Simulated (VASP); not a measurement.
# TaN: single point with PBE

The system is TaN.

```xyz
2
Lattice="0.0000 2.1245 2.1245 2.1245 0.0000 2.1245 2.1245 2.1245 0.0000" Properties=species:S:1:pos:R:3 pbc="T T T"
Ta    2.1245    2.1245    2.1245
N     0.0000    0.0000    0.0000
```

This cell differs from its parent crystal: strain -0.025 along x and y, -0.025 along z.

| Item | Value |
| --- | --- |
| Program | VASP 6.6.1 |
| Task | single point |
| Functional | PBE |
| Potentials or basis | VASP PAW PBE potentials, release 64 (Ta_pv, N) |
| Cutoff | 520 eV |
| k mesh | 18 × 18 × 18 |
| Occupations | gaussian, width 0.15 eV |
| Spin | no spin polarisation |

```yaml
Pressure: 51.0 GPa
Band_gap_on_the_k_mesh: zero (band 8 reaches 13.00 eV, above the bottom of band 9 at 8.34 eV)
```

Levels at points of the mesh, in eV from the Fermi level:
| k point | band 4 | band 5 | band 6 | band 7 | band 8 | band 9 | band 10 | band 11 | band 12 | band 13 |
| --- | --- | --- | --- | --- | --- | --- | --- | --- | --- | --- |
| (0.00, 0.00, 0.00) | -19.74 | -4.14 | -4.14 | -4.14 | -2.43 | -2.43 | -2.43 | 0.07 | 0.07 | 2.45 |
| (0.50, 0.00, 0.00) | -16.04 | -11.27 | -8.38 | -8.38 | 2.23 | 2.23 | 2.33 | 4.16 | 8.68 | 8.68 |
| (0.50, 0.50, 0.00) | -18.48 | -6.82 | -6.24 | -4.88 | -4.88 | 2.46 | 4.16 | 4.16 | 5.70 | 8.07 |

Wall time 20 s on 1 thread of Intel(R) Xeon(R) 6975P-C (Granite Rapids), on a shared host, peak memory 0.19 GiB.

Caveat: the cell differs from its parent crystal (strain -0.025 along x and y, -0.025 along z); spin-orbit coupling is left out, which moves the levels of the heavy elements.
